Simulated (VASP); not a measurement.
A run of VASP 6.6.1:

The input INCAR:

```
PREC = Accurate
ENCUT = 520
EDIFF = 1E-6
ISMEAR = 0
SIGMA = 0.02
LREAL = F
LASPH = T
NELM = 100
ALGO = Normal
ISIF = 2
LWAVE = F
LCHARG = F
GGA = PS
NBANDS = 35
```

Contents of KPOINTS:

```
Automatic mesh
0
Gamma
  12 12 2
```

The input POSCAR:

```
WSe2
1.0
    3.1729629953      0.0000000000      0.0000000000
   -1.5864814977      2.7478665592      0.0000000000
    0.0000000000      0.0000000000     12.8269610211
W Se
2 4
Direct
    0.6666666667      0.3333333333      0.7500000000
    0.3333333333      0.6666666667      0.2500000000
    0.3333333333      0.6666666667      0.8831999829
    0.6666666667      0.3333333333      0.3831999829
    0.3333333333      0.6666666667      0.6168000171
    0.6666666667      0.3333333333      0.1168000171
```

Potentials or basis: VASP PAW PBE potentials, release 64 (W_sv, Se).

Launch:

```sh
$ cat potpaw_PBE.64/W_sv/POTCAR potpaw_PBE.64/Se/POTCAR > POTCAR
$ mpirun -np 1 vasp_std > vasp.out
```

Hardware: 1 thread of AMD EPYC 7571, on a shared host.

Problem. How long does it take, and how much memory?

Solution. Run time: 3.7 min on 1 thread of AMD EPYC 7571 (shared host), peak memory 0.26 GiB. Counts: scf iterations 14, k points 38.
